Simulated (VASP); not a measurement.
A run of VASP 6.6.1 is set up as follows.

Contents of INCAR:

```
ALGO = Normal ; EDIFF = 1E-7
ENCUT = 520 ; GGA = PS
ISIF = 2 ; ISMEAR = -1
ISPIN = 2 ; LASPH = True
LCHARG = True ; LELF = True
LMAXMIX = 4 ; LORBIT = 11
LREAL = False ; LVHAR = True
LWAVE = False ; MAGMOM = 0.09 0.09
NBANDS = 20 ; NELM = 150
PREC = Accurate ; SIGMA = 0.1
```

File KPOINTS:

```
k-points
0
Gamma
  12 12 6
```

POSCAR

```
Co
1.0
    0.0000000000      1.7978500000      1.7978500000
    1.7978500000      0.0000000000      1.7978500000
    3.5957000000      3.5957000000      0.0000000000
Co
2
Direct
    0.0000000000      0.0000000000      0.0000000000
    0.0000000000      0.0000000000      0.5000000000
```

Potentials or basis: VASP PAW PBE potentials, release 64 (Co).

Launch:

```sh
$ cat potpaw_PBE.64/Co/POTCAR > POTCAR
$ mpirun -np 1 vasp_std > vasp.out
```

Task: Predict the net moment.

Result: 0.00 μB per cell.

Task: Predict the pressure.

Result: -31.3 GPa.

Caveat: the PAW data sets were made with another functional, which shifts forces and pressure a little.
